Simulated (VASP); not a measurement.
PbS:

```
Pb S
1.0
     0.00000    3.30098    3.10886
     3.30098    0.00000    3.10886
     3.30098    3.30098    0.00000
Pb S
1 1
Direct
  0.00000 0.00000 0.00000
  0.25000 0.25000 0.25000
```

This cell differs from its parent crystal: uniaxial z strain -5.8%.

Base run:

| Item | Value |
| --- | --- |
| Program | VASP 6.6.1 |
| Functional | r2SCAN |
| Potentials or basis | VASP PAW PBE potentials, release 64 (Pb_d, S) |
| Cutoff | 520 eV |
| k mesh | 6 × 6 × 6 |
| Occupations | gaussian, width 0.01 eV |
| Spin | no spin polarisation |

Its results: band gap on the k mesh 0.70 eV (least direct gap 1.31 eV); pressure 2.5 GPa.

**Question.** The run is repeated on the same cell with these changes: functional from r2SCAN to HSE06; k mesh from 6 × 6 × 6 to 4 × 4 × 4. What comes out?

**Answer.** Band gap on the k mesh 0.89 eV (least direct gap 1.66 eV); pressure 2.5 GPa.

Several settings changed at once.

Caveats: some runs use coarse meshes; the PAW data sets were made with another functional, which shifts forces and pressure a little; spin-orbit coupling is left out, which moves the levels of the heavy elements.

A k mesh can miss the band edges.
